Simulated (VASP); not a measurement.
Input of a VASP 6.6.1 run:

File INCAR:

```
PREC = Accurate ; ENCUT = 520
EDIFF = 1E-7 ; ISMEAR = 0
SIGMA = 0.05 ; LREAL = F
LASPH = T ; NELM = 150
ALGO = Normal ; ISIF = 2
LWAVE = F ; LCHARG = F
ISPIN = 2 ; MAGMOM = 4.8 0
LORBIT = 11 ; LMAXMIX = 6
GGA = PE ; NBANDS = 21
```

Contents of KPOINTS:

```
regular mesh
0
Gamma
  10 10 10
```

POSCAR

```
PmAs
1.0
    3.6757483555      0.0000000000      0.0000000000
    0.0000000000      3.6757483555      0.0000000000
    0.0000000000      0.0000000000      3.6757483555
Pm As
1 1
Direct
    0.0000000000      0.0000000000      0.0000000000
    0.5000000000      0.5000000000      0.5000000000
```

Potentials or basis: VASP PAW PBE potentials, release 64 (Pm, As).

Command:

```sh
$ cat potpaw_PBE.64/Pm/POTCAR potpaw_PBE.64/As/POTCAR > POTCAR
$ mpirun -np 1 vasp_std > vasp.out
```

Problem. Estimate the site moments.

Solution. Pm +4.30; As -0.18 μB.

Problem. Predict the net moment.

Solution. 4.19 μB per cell.

Caveat: the magnetic or orbital state may not be the lowest. The state reached can hang on the start; a lower one may exist.
